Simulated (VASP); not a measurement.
Write the native input for VASP 6.6.1 that does the following.

* Task: single point
* Functional: PBE
* Potentials or basis: VASP PAW PBE potentials, release 64 (Al, Co, Ru_pv)
* Cutoff: 520 eV
* k mesh: 12 × 12 × 8
* Occupations: gaussian, width 0.1 eV
* Spin: no spin polarisation
* Dipole correction: no
* Further INCAR settings: ALGO = Fast; EDIFF = 1e-06; NBANDS = 30

The structure of Al3Co2Ru lies in POSCAR:

```
Al3Co2Ru
1.0
    4.1911901108      0.0000000000      0.0000000000
   -2.0955950554      3.6296771081      0.0000000000
    0.0000000000      0.0000000000      5.1435435757
Al Co Ru
3 2 1
Direct
    0.3333333333      0.6666666667      0.3261535330
    0.6666666667      0.3333333333      0.6738464670
    0.0000000000      0.0000000000      0.0000000000
    0.3333333333      0.6666666667      0.8367227614
    0.6666666667      0.3333333333      0.1632772386
    0.0000000000      0.0000000000      0.5000000000
```

The input as run:

INCAR

```
PREC     = Accurate       # precision mode
ENCUT    = 520            # plane-wave cutoff, eV
EDIFF    = 1E-6           # SCF threshold, eV
ISMEAR   = 0              # smearing method
SIGMA    = 0.1            # smearing width, eV
LREAL    = F              # projectors in reciprocal space
LASPH    = T              # aspherical terms in the spheres
NELM     = 100            # most SCF steps
ALGO     = Fast           # electronic algorithm
ISIF     = 2              # what is computed and relaxed
LWAVE    = F              # write WAVECAR
LCHARG   = F              # write CHGCAR
GGA      = PE             # functional
NBANDS   = 30             # bands
```

KPOINTS

```
regular mesh
0
Gamma
  12 12 8
```

Potentials or basis: VASP PAW PBE potentials, release 64 (Al, Co, Ru_pv).

The run is started by

```bash
$ cat potpaw_PBE.64/Al/POTCAR potpaw_PBE.64/Co/POTCAR potpaw_PBE.64/Ru_pv/POTCAR > POTCAR
$ mpirun -np 1 vasp_std > vasp.out
```

Results of the run:

| Property | Result |
| --- | --- |
| Pressure | -9.6 GPa |
| Largest force | 0.010 eV/Å |
| Band gap on the k mesh | zero (an odd number of electrons rules out a gap without spin polarisation) |

Caveat: the cell stands under tension; the run has no spin polarisation, though such a crystal can be magnetic.

It took 4.8 min on 1 thread of Intel(R) Xeon(R) Platinum 8559C (Emerald Rapids) (shared host), peak memory 0.41 GiB.
